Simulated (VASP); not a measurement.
# Ti3Al (Fm-3m) in VASP: settings compared

The runs below take Ti3Al through single point, with LDA, PBE.

All numbers are computed with VASP 6.6.1; they aren't measurements. Logs are shortened: lines on timing, memory, paths and dates and some standing lists are left out, and cuts for length are marked.

**1. The cell of the first run**

It takes space group Fm-3m (No. 225, cubic). The conventional cell has a = 6.464 Å, b = 6.464 Å, c = 6.464 Å, α = 90.00°, β = 90.00°, γ = 90.00°. Within 3.7 Å of Ti (site symmetry m-3m) lie 8 Ti at 2.80 Å and 6 Al at 3.23 Å. Ti (site symmetry -43m) has 10 Ti at 2.80 to 3.23 Å and 4 Al at 2.80 Å within 3.7 Å. Within 3.7 Å of Al (site symmetry m-3m) lie 14 Ti at 2.80 to 3.23 Å.

**2. Single point, LDA**

Input file INCAR:

```
SYSTEM = Ti3Al
  ALGO = Normal
  EDIFF = 1E-7
  ENCUT = 520
  ISIF = 2
  ISMEAR = -1
  LASPH = .TRUE.
  LCHARG = .FALSE.
  LREAL = .FALSE.
  LWAVE = .FALSE.
  NBANDS = 28
  NELM = 100
  PREC = Accurate
  SIGMA = 0.05
```

Input file KPOINTS:

```
k-points
0
G
  7 7 7
  0 0 0
```

Input file POSCAR:

```
Ti3Al
1.0
    0.0000000000      3.2317810000      3.2317810000
    3.2317810000      0.0000000000      3.2317810000
    3.2317810000      3.2317810000      0.0000000000
Ti Al
3 1
Direct
    0.0000000000      0.0000000000      0.0000000000
    0.2500000000      0.2500000000      0.2500000000
    0.7500000000      0.7500000000      0.7500000000
    0.5000000000      0.5000000000      0.5000000000
```

Potentials or basis: VASP PAW LDA potentials, release 64 (Ti_sv, Al).

The run is started by

```
$ cat potpaw_LDA.64/Ti_sv/POTCAR potpaw_LDA.64/Al/POTCAR > POTCAR
$ mpirun -np 1 vasp_std > vasp.out
```

OUTCAR:

```text
SYSTEM = Ti3Al
   EDIFF = 1E-7
   ENCUT = 520
   ISIF = 2
   ISMEAR = -1
   LASPH = .TRUE.
   LREAL = .FALSE.
   NELM = 100
   PREC = Accurate

 ion  position               nearest neighbor table
   1  0.000  0.000  0.000-   3 2.80   3 2.80   3 2.80   2 2.80   3 2.80   2 2.80   2 2.80   2 2.80

   2  0.250  0.250  0.250-   1 2.80   1 2.80   1 2.80   1 2.80   4 2.80   4 2.80   4 2.80   4 2.80

   3  0.750  0.750  0.750-   4 2.80   4 2.80   4 2.80   1 2.80   4 2.80   1 2.80   1 2.80   1 2.80

   4  0.500  0.500  0.500-   2 2.80   2 2.80   2 2.80   2 2.80   3 2.80   3 2.80   3 2.80   3 2.80

  LATTYP: Found a face centered cubic cell.
 ALAT       =     6.4635620000

  Lattice vectors:

 A1 = (   0.0000000000,   3.2317810000,   3.2317810000)
 A2 = (   3.2317810000,   0.0000000000,   3.2317810000)
 A3 = (   3.2317810000,   3.2317810000,   0.0000000000)

Analysis of symmetry for initial positions (statically):
=====================================================================
 Subroutine PRICEL returns:
 Original cell was already a primitive cell.

 Routine SETGRP: Setting up the symmetry group for a
 face centered cubic supercell.

 Subroutine GETGRP returns: Found 48 space group operations
[... 9 lines left out ...]

 Routine SETGRP: Setting up the symmetry group for a
 face centered cubic supercell.

 Subroutine GETGRP returns: Found 48 space group operations
[... 11 lines left out ...]
                                     Primitive cell

  volume of cell :      67.5081

  direct lattice vectors                    reciprocal lattice vectors
     0.000000000  3.231781000  3.231781000    -0.154713454  0.154713454  0.154713454
     3.231781000  0.000000000  3.231781000     0.154713454 -0.154713454  0.154713454
     3.231781000  3.231781000  0.000000000     0.154713454  0.154713454 -0.154713454

  length of vectors
     4.570428521  4.570428521  4.570428521     0.267971562  0.267971562  0.267971562

  position of ions in fractional coordinates (direct lattice)
     0.000000000  0.000000000  0.000000000
     0.250000000  0.250000000  0.250000000
     0.750000000  0.750000000  0.750000000
     0.500000000  0.500000000  0.500000000

  ion indices of the primitive-cell ions
   primitive index   ion index
                 1           1
                 2           2
                 3           3
                 4           4

----------------------------------------------------------------------------------------

 KPOINTS: k-points

Automatic generation of k-mesh.
 Grid dimensions read from file:
 generate k-points for:    7    7    7

 Generating k-lattice:

  Cartesian coordinates                     Fractional coordinates (reciprocal lattice)
    -0.022101922  0.022101922  0.022101922     0.142857143  0.000000000  0.000000000
     0.022101922 -0.022101922  0.022101922     0.000000000  0.142857143  0.000000000
     0.022101922  0.022101922 -0.022101922     0.000000000  0.000000000  0.142857143

  Length of vectors
     0.038281652  0.038281652  0.038281652

  Shift w.r.t. Gamma in fractional coordinates (k-lattice)
     0.000000000  0.000000000  0.000000000

 Subroutine IBZKPT returns following result:
 ===========================================

 Found     20 irreducible k-points:

 Following reciprocal coordinates:
            Coordinates               Weight
  0.000000  0.000000  0.000000      1.000000
  0.142857  0.000000  0.000000      8.000000
  0.285714  0.000000  0.000000      8.000000
  0.428571  0.000000  0.000000      8.000000
  0.142857  0.142857  0.000000      6.000000
  0.285714  0.142857  0.000000     24.000000
[... 12 lines left out ...]
 -0.428571  0.428571  0.142857     24.000000
 -0.285714  0.428571  0.142857     24.000000
   k-points           NKPTS =     20   k-points in BZ     NKDIM =     20   number of bands    NBANDS=     28
   number of dos      NEDOS =    301   number of ions     NIONS =      4
   total plane-waves  NPLWV =  46656
   dimension x,y,z NGX =    36 NGY =   36 NGZ =   36
   dimension x,y,z NGXF=    72 NGYF=   72 NGZF=   72
   ions per type =               3   1
   NGX,Y,Z   is equivalent  to a cutoff of  13.09, 13.09, 13.09 a.u.
   NGXF,Y,Z  is equivalent  to a cutoff of  26.19, 26.19, 26.19 a.u.
 SYSTEM =  Ti3Al
   PREC   = accura    normal or accurate (medium, high low for compatibility)
   ISTART =      0    job   : 0-new  1-cont  2-samecut
   ICHARG =      2    charge: 1-file 2-atom 10-const
   ISPIN  =      1    spin polarized calculation?
   LNONCOLLINEAR =      F non collinear calculations
   LSORBIT =      F    spin-orbit coupling
   LASPH  =      T    aspherical Exc in radial PAW
   ENCUT  =  520.0 eV  38.22 Ry    6.18 a.u.   8.50  8.50  8.50*2*pi/ulx,y,z
   NELM   =    100;   NELMIN=  2; NELMDL= -5     # of ELM steps
   EDIFF  = 0.1E-06   stopping-criterion for ELM
   LREAL  =      F    real-space projection
   EDIFFG = 0.1E-05   stopping-criterion for IOM
   NSW    =      0    number of steps for IOM
   IBRION =     -1    ionic relax: 0-MD 1-quasi-New 2-CG
   NFREE  =      0    steps in history (QN), initial steepest desc. (CG)
   ISIF   =      2    stress and relaxation
   ISYM   =      2    0-nonsym 1-usesym 2-fastsym
   POTIM  = 0.5000    time-step for ionic-motion
   TEBEG  =    0.0;   TEEND  =   0.0 temperature during run
   PSTRESS=    0.0 pullay stress
   NELECT =      39.0000    total number of electrons
   NUPDOWN=      -1.0000    fix difference up-down
   EMIN   =  10.00;   EMAX   =-10.00  energy-range for DOS
   EFERMI =   0.00;   METHOD = LEGACY
   ISMEAR =    -1;   SIGMA  =   0.05  broadening in eV -4-tet -1-fermi 0-gaus
   EFERMI_NEDOS =   21; number of points for ismear=-14 and -15
   IALGO  =     38    algorithm
   IMIX   =      4    mixing-type and parameters
     AMIX     =   0.40;   BMIX     =  1.00
     AMIX_MAG =   1.60;   BMIX_MAG =  1.00
  volume/ion in A,a.u.               =      16.88       113.89
  Fermi-wavevector in a.u.,A,eV,Ry     =   1.363466  2.576578 25.293784  1.859041
  Thomas-Fermi vector in A             =   2.489867
   LORBIT       =      0    0 simple, 1 ext, 2 COOP (PROOUT), +10 PAW based schemes
   GGA     = CA    functional components
   LHFCALC =     F    Hartree Fock is set to
   AEXX    =    0.0000 exact exchange contribution
   IVDW    =     0    specifies the selected vdW correction
   LEPSILON=     F    determine dielectric tensor
   LRPA    =     F    only Hartree local field effects (RPA)
 non-spin polarized calculation
  energy-cutoff  :      520.00
  volume of cell :       67.51
 maximum number of plane-waves:      1841
 NGX is ok and might be reduce to    36
   NGX = 17   NGY = 17   NGZ = 17

 number of electron      39.0000007 magnetization

 Free energy of the ion-electron system (eV)
  ---------------------------------------------------
  ext. energy  EPLUGINS =         0.00000000
  ---------------------------------------------------
  free energy    TOTEN  =       -30.34481953 eV

  energy without entropy =      -30.27781943  energy(sigma->0) =      -30.31131948

 E-fermi :   7.8488     XC(G=0): -11.5113

 val. band max:        7.8388227333   @ k =   0.4286   0.1429   0.0000
 cond. band min:       7.8779659999   @ k =   0.0000   0.0000   0.0000
 fundamental gap:      0.0391432666
 Fermi energy:         7.8488427578

 k-point     1 :       0.0000    0.0000    0.0000
  band No.  band energies     occupation
      1     -48.0696      2.00000
      2     -48.0031      2.00000
      3     -47.7503      2.00000
      4     -24.7354      2.00000
      5     -24.7354      2.00000
      6     -24.7354      2.00000
[... 20 lines left out ...]
     27      10.8661      0.00000
     28      10.8661      0.00000

 k-point     2 :       0.1429    0.0000    0.0000
  band No.  band energies     occupation
      1     -48.0641      2.00000
      2     -48.0049      2.00000
      3     -47.7541      2.00000
      4     -24.7845      2.00000
      5     -24.7660      2.00000
      6     -24.7660      2.00000
[... 20 lines left out ...]
     27      10.8988      0.00000
     28      10.8988      0.00000

 k-point     3 :       0.2857    0.0000    0.0000
  band No.  band energies     occupation
      1     -48.0501      2.00000
      2     -48.0101      2.00000
      3     -47.7631      2.00000
      4     -24.7999      2.00000
      5     -24.7944      2.00000
      6     -24.7944      2.00000
[... 20 lines left out ...]
     27      10.8085      0.00000
     28      10.8085      0.00000

 k-point     4 :       0.4286    0.0000    0.0000
  band No.  band energies     occupation
      1     -48.0342      2.00000
      2     -48.0183      2.00000
      3     -47.7709      2.00000
      4     -24.8108      2.00000
      5     -24.8108      2.00000
      6     -24.7826      2.00000
[... 20 lines left out ...]
     27      10.6360      0.00000
     28      10.6360      0.00000

 k-point     5 :       0.1429    0.1429    0.0000
  band No.  band energies     occupation
      1     -48.0623      2.00000
      2     -48.0054      2.00000
      3     -47.7554      2.00000
      4     -24.7989      2.00000
      5     -24.7989      2.00000
      6     -24.7394      2.00000
[... 20 lines left out ...]
     27      10.8549      0.00000
     28      10.9396      0.00000

 k-point     6 :       0.2857    0.1429    0.0000
  band No.  band energies     occupation
      1     -48.0514      2.00000
      2     -48.0090      2.00000
      3     -47.7629      2.00000
      4     -24.8265      2.00000
      5     -24.8235      2.00000
      6     -24.7596      2.00000
[... 339 lines left out ...]
      5     -24.8295      2.00000
      6     -24.7730      2.00000
[... 20 lines left out ...]
     27      10.7327      0.00000
     28      10.9205      0.00000

 k-point    18 :      -0.4286    0.2857    0.1429
  band No.  band energies     occupation
      1     -48.0284      2.00000
      2     -48.0186      2.00000
      3     -47.7765      2.00000
      4     -24.8738      2.00000
      5     -24.8106      2.00000
      6     -24.7873      2.00000
[... 20 lines left out ...]
     27      10.6693      0.00000
     28      10.7761      0.00000

 k-point    19 :      -0.4286    0.4286    0.1429
  band No.  band energies     occupation
      1     -48.0272      2.00000
      2     -48.0168      2.00000
      3     -47.7796      2.00000
      4     -24.8995      2.00000
      5     -24.8557      2.00000
      6     -24.7605      2.00000
[... 20 lines left out ...]
     27      10.4687      0.00000
     28      10.8390      0.00000

 k-point    20 :      -0.2857    0.4286    0.1429
  band No.  band energies     occupation
      1     -48.0221      2.00000
      2     -48.0212      2.00000
      3     -47.7803      2.00000
      4     -24.8999      2.00000
      5     -24.8190      2.00000
      6     -24.7540      2.00000
[... 20 lines left out ...]
     27      10.5773      0.00000
     28      10.6257      0.00000

------------------------ aborting loop because EDIFF is reached ----------------------------------------

  FORCE on cell =-STRESS in cart. coord.  units (eV):
  Direction    XX          YY          ZZ          XY          YZ          ZX
  --------------------------------------------------------------------------------------
  -------------------------------------------------------------------------------------
  Total       -3.5997778     -3.5997778     -3.5997778      0.0000000     -0.0000000     -0.0000000
  in kB      -85.4339538    -85.4339538    -85.4339538      0.0000000     -0.0000000     -0.0000000
  external PRESSURE =     -85.4339538 kB  Pullay stress =       0.0000000 kB

 VOLUME and BASIS-vectors are now :
 -----------------------------------------------------------------------------
  energy-cutoff  :      520.00
  volume of cell :       67.51
      direct lattice vectors                 reciprocal lattice vectors
     0.000000000  3.231781000  3.231781000    -0.154713454  0.154713454  0.154713454
     3.231781000  0.000000000  3.231781000     0.154713454 -0.154713454  0.154713454
     3.231781000  3.231781000  0.000000000     0.154713454  0.154713454 -0.154713454

 POSITION                                       TOTAL-FORCE (eV/Angst)
 -----------------------------------------------------------------------------------
      0.00000      0.00000      0.00000         0.000000     -0.000000     -0.000000
      1.61589      1.61589      1.61589        -0.000000     -0.000000     -0.000000
      4.84767      4.84767      4.84767         0.000000      0.000000      0.000000
      3.23178      3.23178      3.23178         0.000000     -0.000000     -0.000000
 -----------------------------------------------------------------------------------
    total drift:                                0.000000      0.000000      0.000000

  FREE ENERGIE OF THE ION-ELECTRON SYSTEM (eV)
  ---------------------------------------------------
  free  energy   TOTEN  =       -30.3448195327 eV

  energy  without entropy=      -30.2778194255  energy(sigma->0) =      -30.31131948
```

It took 48 s on 1 thread of AMD EPYC 7R13 (Zen 3), shared host; peak memory 0.15 GiB.

What came out:

* Free energy: -30.3448 eV
* Pressure: -8.5 GPa

**3. Single point, PBE**

This run uses another cell than the first one, of 15.86 Å³/atom, 0.940 times its volume.

Input file INCAR:

```
SYSTEM = Ti3Al
PREC     = Accurate       ! precision mode
ENCUT    = 500            ! plane-wave cutoff, eV
EDIFF    = 1E-6           ! SCF threshold, eV
ISMEAR   = -1             ! smearing method
SIGMA    = 0.05           ! smearing width, eV
LREAL    = .FALSE.        ! projectors in reciprocal space
LASPH    = .TRUE.         ! aspherical terms in the spheres
NELM     = 120            ! most SCF steps
ALGO     = Normal         ! electronic algorithm
ISIF     = 2              ! what is computed and relaxed
LWAVE    = .FALSE.        ! write WAVECAR
LCHARG   = .FALSE.        ! write CHGCAR
GGA      = PE             ! functional
NBANDS   = 28             ! bands
GGA_COMPAT= .FALSE.
```

Input file KPOINTS:

```
regular mesh
0
G
  7 7 7
  0 0 0
```

Input file POSCAR:

```
Ti3Al
1.0
    0.0000000000      3.1658077740      3.1658077740
    3.1658077740      0.0000000000      3.1658077740
    3.1658077740      3.1658077740      0.0000000000
Ti Al
3 1
Direct
    0.0000000000      0.0000000000      0.0000000000
    0.2500000000      0.2500000000      0.2500000000
    0.7500000000      0.7500000000      0.7500000000
    0.5000000000      0.5000000000      0.5000000000
```

Potentials or basis: VASP PAW PBE potentials, release 64 (Ti_sv, Al).

The run is started by

```
$ cat potpaw_PBE.64/Ti_sv/POTCAR potpaw_PBE.64/Al/POTCAR > POTCAR
$ mpirun -np 1 vasp_std > vasp.out
```

It took 42 s on 1 thread of Intel Xeon Platinum 8259CL at 2.50GHz (Skylake/Cascade Lake), shared host; peak memory 0.2 GiB.

It converged, with:

```
Free energy : -27.7697 eV
Pressure    : 6.3 GPa
```

Levels at points of the mesh, in eV from the Fermi level:
```tsv
k point	band 18	band 19	band 20	band 21	band 22	band 23
(0.00, 0.00, 0.00)	-1.80	0.03	0.03	0.03	2.40	2.40
```
